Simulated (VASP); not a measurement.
A run of VASP 6.6.1 is set up as follows.

INCAR

```
  PREC = Accurate
  ENCUT = 520
  EDIFF = 1E-8
  ISMEAR = -1
  SIGMA = 0.02
  LREAL = F
  LASPH = T
  NELM = 60
  ALGO = Normal
  ISIF = 2
  LWAVE = F
  LCHARG = F
  GGA = PE
  LEFG = T
  NBANDS = 15
```

Contents of KPOINTS:

```
Automatic mesh
0
Gamma
  8 8 8
```

Contents of POSCAR:

```
BaS
1.0
    0.0000000000      3.2563884516      3.2563884516
    3.2563884516      0.0000000000      3.2563884516
    3.2563884516      3.2563884516      0.0000000000
Ba S
1 1
Direct
    0.0000000000      0.0000000000      0.0000000000
    0.5000000000      0.5000000000      0.5000000000
```

Potentials or basis: VASP PAW PBE potentials, release 64 (Ba_sv, S).

Launch:

```console
$ cat potpaw_PBE.64/Ba_sv/POTCAR potpaw_PBE.64/S/POTCAR > POTCAR
$ mpirun -np 1 vasp_std > vasp.out
```

Q: What does it give for the pressure?

A: -1.0 GPa.

Q: Estimate the band gap on the k mesh.

A: 2.20 eV, indirect (least direct gap 2.36 eV).

Caveat: without QUAD_EFG the Cq values of the log hold for a quadrupole moment of 1 mb, not for the nuclei; spin-orbit coupling is left out, which moves the levels of the heavy elements. A k mesh can miss the band edges.
